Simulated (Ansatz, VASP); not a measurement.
**Two plane-wave programs on Co**

Contents of INCAR:

```
ALGO = Normal ; EDIFF = 1E-6
ENCUT = 690 ; GGA = PE
GGA_COMPAT = F ; ISIF = 2
ISMEAR = -1 ; ISPIN = 2
LASPH = T ; LCHARG = F
LMAXMIX = 4 ; LORBIT = 11
LREAL = F ; LWAVE = F
MAGMOM = 2 ; NBANDS = 18
NELM = 200 ; PREC = Accurate
SIGMA = 0.05
```

File KPOINTS:

```
k-points
0
Gamma
  13 13 13
```

Contents of POSCAR:

```
Co
1.0
   -1.4298234531      1.4298234531      1.4298234531
    1.4298234531     -1.4298234531      1.4298234531
    1.4298234531      1.4298234531     -1.4298234531
Co
1
Direct
    0.0000000000      0.0000000000      0.0000000000
```

input.yaml

```yaml
crystal:
  lattice:
    - [-1.4298234531, 1.4298234531, 1.4298234531]
    - [1.4298234531, -1.4298234531, 1.4298234531]
    - [1.4298234531, 1.4298234531, -1.4298234531]
  atoms:
    - { symbol: Co, position: [0.0, 0.0, 0.0], spin: 2.0 }
hamiltonian:
  xc: pbe
  pseudopotentials: { kind: paw }
magnetization:
  spin_polarized: true
kpoints:
  mp_grid: { grid: [13, 13, 13] }
scf:
  occupations: { method: fermi_dirac, width: 0.05 }
output:
  forces: true
  stress: true
  eigenvalues: true
```

Alike in both runs: task single point; functional PBE; k mesh 13 × 13 × 13; occupations fermi-dirac, width 0.05 eV; collinear spin.

```csv
,VASP,Ansatz
version,VASP 6.6.1,Ansatz 0.2.0
potentials or method,"VASP PAW PBE potentials, release 64 (Co_sv)",Ansatz PAW
plane-wave cutoff (eV),690,420
valence electrons in the cell,17,17
```

VASP gave:

```
gap on the k mesh at the Fermi level (eV)                     : none
pressure (GPa)                                                : -10.8
net moment per atom (μB)                                      : 1.77
size of the moment on the site where the two differ most (μB) : 1.83
```

What did Ansatz give for the same quantities?

gap on the k mesh at the Fermi level (eV): none; pressure (GPa): -9.6; net moment per atom (μB): 1.77; size of the moment on the site where the two differ most (μB): 1.84.

Site moments also hang on the region over which each program counts them. A gap of «none» marks a metal or a gap that the smearing closes.
